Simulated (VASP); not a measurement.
Here is a VASP 6.6.1 calculation.

INCAR

```
SYSTEM = Se
PREC = Accurate
ENCUT = 520
EDIFF = 1E-7
ISMEAR = 0
SIGMA = 0.03
LREAL = .FALSE.
LASPH = .TRUE.
NELM = 60
ALGO = Normal
ISIF = 2
LWAVE = .FALSE.
LCHARG = .FALSE.
GGA = PS
IVDW = 12
NBANDS = 16
```

KPOINTS

```
Automatic mesh
0
G
  12 12 8
  0 0 0
```

The input POSCAR:

```
Se
1.0
    3.8854949922      0.0000000000      0.0000000000
   -1.9427474961      3.3649373695      0.0000000000
    0.0000000000      0.0000000000      5.1396971945
Se
3
Direct
    0.2396386035      0.0000000000      0.3333333333
    0.0000000000      0.2396386035      0.6666666667
    0.7603613965      0.7603613965      0.0000000000
```

Potentials or basis: VASP PAW PBE potentials, release 64 (Se).

Launch:

```sh
$ cat potpaw_PBE.64/Se/POTCAR > POTCAR
$ mpirun -np 1 vasp_std > vasp.out
```

Task: Predict the pressure.

Result: 4.7 GPa.

Task: What does it give for the band gap on the k mesh?

Result: 0.07 eV.

Task: Estimate the dispersion energy per atom.

Result: -0.336 eV.

Forces in eV/Å, atoms in the order of the input:
```
Se   1.027  0.000  0.000
Se  -0.513  0.889  0.000
Se  -0.513 -0.889  0.000
```

Caveat: the cell stands under pressure; semilocal functionals underestimate gaps, and a narrow one can read as zero; the PAW data sets were made with another functional, which shifts forces and pressure a little. A k mesh can miss the band edges.
